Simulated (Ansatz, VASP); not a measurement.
**One calculation of NaWF3, two programs**

```
Na W F
1.0
     4.06410    0.00000    0.00000
     0.00000    4.06410    0.00000
     0.00000    0.00000    4.06410
Na W F
1 1 3
Direct
  0.50000 0.50000 0.50000
  0.00000 0.00000 0.00000
  0.00000 0.50000 0.50000
  0.50000 0.00000 0.50000
  0.50000 0.50000 0.00000
```

Alike in both runs: functional PBE; k mesh 10 × 10 × 10; occupations gaussian, width 0.1 eV; collinear spin.

Ansatz relaxed the structure, and its values are those at the end. VASP's run is a single point on that final structure, the one shown.

|  | VASP | Ansatz |
| --- | --- | --- |
| version | VASP 6.6.1 | Ansatz 0.2.0 |
| potentials or method | VASP PAW PBE potentials, release 64 (Na_pv, W_sv, F), cutoff 520 eV | scalar-relativistic, plane waves, PAW |
| valence electrons in the cell | 42 | 44 |

```csv
,VASP,Ansatz,Ansatz less VASP
gap on the k mesh at the Fermi level (eV),none,none,-
pressure (GPa),0.2,0.0,-0.14
net moment per atom (μB),0.80,0.80,0.000
size of the moment on the site where the two differ most (μB),3.18,3.07,-0.112
```

Site moments also hang on the region over which each program counts them. A gap of «none» marks a metal or a gap that the smearing closes. VASP's potentials hold 42 valence electrons a cell and Ansatz's 44, so a difference there can come from the potentials and not from the codes.

Spin-orbit coupling is off throughout.
